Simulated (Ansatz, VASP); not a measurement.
Two plane-wave programs on CrBrO

```xyz
6
Lattice="3.7431 0.0000 0.0000 0.0000 3.1901 0.0000 0.0000 0.0000 7.6013" Properties=species:S:1:pos:R:3 pbc="T T T"
Cr    0.9358    0.7975    0.6194
Cr    2.8074    2.3926    6.9819
O     0.9358    2.3926    7.0227
O     2.8074    0.7975    0.5786
Br    0.9358    2.3926    2.4459
Br    2.8074    0.7975    5.1554
```

Alike in both runs: functional LDA; k mesh 5 × 6 × 2; no spin polarisation.

Ansatz relaxed the structure, and its values are those at the end. VASP's run is a single point on that final structure, the one shown.

|  | VASP | Ansatz |
| --- | --- | --- |
| version | VASP 6.6.1 | Ansatz 0.2.0 |
| potentials or method | VASP PAW LDA potentials, release 64 (Cr_pv, O, Br), cutoff 520 eV | PAW plane waves |
| occupations | fermi-dirac, width 0.1 eV | fermi-dirac |
| valence electrons in the cell | 50 | 54 |

```csv
,VASP,Ansatz,Ansatz less VASP
gap on the k mesh at the Fermi level (eV),none,none,-
pressure (GPa),0.5,0.0,-0.52
rms of the force components (eV/Å),0.026,0.003,-0.0235
```

LDA's correlation is that of Perdew and Zunger in VASP and of Perdew and Wang (1992) in Ansatz. A gap of «none» marks a metal or a gap that the smearing closes. VASP's potentials hold 50 valence electrons a cell and Ansatz's 54, so a difference there can come from the potentials and not from the codes.

The k mesh is coarse, so the values compare programs but aren't converged.
